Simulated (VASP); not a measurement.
Input of a VASP 6.6.1 run:

Contents of INCAR:

```
ALGO = Normal
EDIFF = 1E-6
ENCUT = 520
GGA = PE
ISIF = 2
ISMEAR = 0
LASPH = T
LCHARG = F
LREAL = F
LWAVE = F
NBANDS = 66
NELM = 80
PREC = Accurate
SIGMA = 0.2
```

Contents of KPOINTS:

```
k-points
0
Gamma
  4 4 4
```

Contents of POSCAR:

```
SnGe7
1.0
    5.8850475839     -0.0000016790      0.0000396434
   -0.0000451027      5.8766145312      0.0003412762
    0.0000418846      0.0002907285      5.8804992985
Sn Ge
1 7
Direct
    0.0000829370      0.0000482990     -0.0000356589
    0.2582789188      0.2583125357      0.2583369630
   -0.0000625569      0.4999835225      0.4999741461
    0.4999826968      0.5000236115      1.0000376107
    0.5000546560     -0.0000261170      0.5000472174
    0.7416708553      0.2583214722      0.7417196463
    0.7417142887      0.7417234567      0.2582734758
    0.2582782045      0.7416132193      0.7416465995
```

Potentials or basis: VASP PAW PBE potentials, release 64 (Sn_d, Ge_d).

Run with:

```console
$ cat potpaw_PBE.64/Sn_d/POTCAR potpaw_PBE.64/Ge_d/POTCAR > POTCAR
$ mpirun -np 1 vasp_std > vasp.out
```

Q: What does it give for the pressure?

A: 0.1 GPa.

Q: Estimate the band gap on the k mesh.

A: Zero (bands 56 and 57 overlap by 0.27 eV).

Q: What does it give for the largest force?

A: 0.004 eV/Å.

Forces on the atoms (eV/Å):
```
Sn  -0.001 -0.002  0.000
Ge   0.003 -0.001  0.002
Ge   0.001  0.000  0.000
Ge   0.000 -0.001 -0.001
Ge  -0.002  0.001 -0.002
Ge  -0.001  0.000  0.001
Ge   0.000  0.001  0.000
Ge   0.001  0.002  0.001
```

Caveat: semilocal functionals underestimate gaps, so a narrow gap can read as zero; spin-orbit coupling is left out, which moves the levels of the heavy elements.
